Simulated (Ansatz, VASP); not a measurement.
## GaSn4: VASP beside Ansatz

```
CELL_PARAMETERS angstrom
-3.32833 3.32833 3.32833
3.32833 -3.32833 3.32833
3.32833 3.32833 -3.32833
ATOMIC_POSITIONS crystal
Ga 0.00000 0.00000 0.00000
Sn 0.00000 0.00000 0.50000
Sn 0.50000 0.00000 0.00000
Sn 0.00000 0.50000 0.00000
Sn 0.50000 0.50000 0.50000
```

Change from the starting cell: species swapped into the Hg4Pt type (Im-3m, No. 229).

Alike in both runs: task relaxation of cell and atoms; functional PBE; k mesh 8 × 8 × 8; occupations gaussian, width 0.1 eV; no spin polarisation.

```csv
,VASP,Ansatz
version,VASP 6.6.1,Ansatz 0.2.0
potentials or method,"VASP PAW PBE potentials, release 64 (Ga_d, Sn_d), cutoff 600 eV","scalar-relativistic, plane waves, PAW"
valence electrons in the cell,69,69
```

```csv
,VASP,Ansatz,Ansatz less VASP
"gap on the k mesh at the Fermi level, each at its own relaxed structure (eV)",none,none,-
relaxed volume (Å³/atom),29.50,29.50,0.000
relaxed cell length with the largest relative difference (Å),5.765,5.765,0.0000
```

A gap of «none» marks a metal or a gap that the smearing closes.

Noted on VASP's run: the relaxation stopped at its first step, so nothing moved.
